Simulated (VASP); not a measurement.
Input of a VASP 6.6.1 run:

File POSCAR:

```
RbBr
1.0
    0.0000000000      3.3743054546      3.3743054546
    3.3743054546      0.0000000000      3.3743054546
    3.3743054546      3.3743054546      0.0000000000
Rb Br
1 1
Direct
    0.0000000000      0.0000000000      0.0000000000
    0.5000000000      0.5000000000      0.5000000000
```

The input INCAR.step1:

```
PREC = Accurate
ENCUT = 520
EDIFF = 1E-5
ISMEAR = 0
SIGMA = 0.01
LREAL = F
LASPH = T
NELM = 100
ALGO = Normal
ISIF = 2
LWAVE = T
LCHARG = F
GGA = PE
NBANDS = 15
```

INCAR.step2

```
PREC = Accurate
ENCUT = 520
EDIFF = 1E-7
ISMEAR = 0
SIGMA = 0.01
LREAL = F
LASPH = T
NELM = 100
ALGO = Normal
ISIF = 2
LWAVE = F
LCHARG = F
GGA = PE
LHFCALC = T
HFSCREEN = 0.2079
PRECFOCK = Normal
ISTART = 1
NBANDS = 15
```

KPOINTS

```
Automatic mesh
0
Gamma
  4 4 4
```

Potentials or basis: VASP PAW PBE potentials, release 64 (Rb_sv, Br).

Run with:

```bash
$ cat potpaw_PBE.64/Rb_sv/POTCAR potpaw_PBE.64/Br/POTCAR > POTCAR
$ cp INCAR.step1 INCAR
$ mpirun -np 1 vasp_std > vasp.out
$ cp INCAR.step2 INCAR
$ mpirun -np 1 vasp_std > vasp.out
```

Task: Predict the band gap on the k mesh.

Result: 5.65 eV.

Task: Estimate the pressure.

Result: 1.6 GPa.

Caveat: the cell differs from its parent crystal (strain -2.5%); the PAW data sets were made with another functional, which shifts forces and pressure a little.
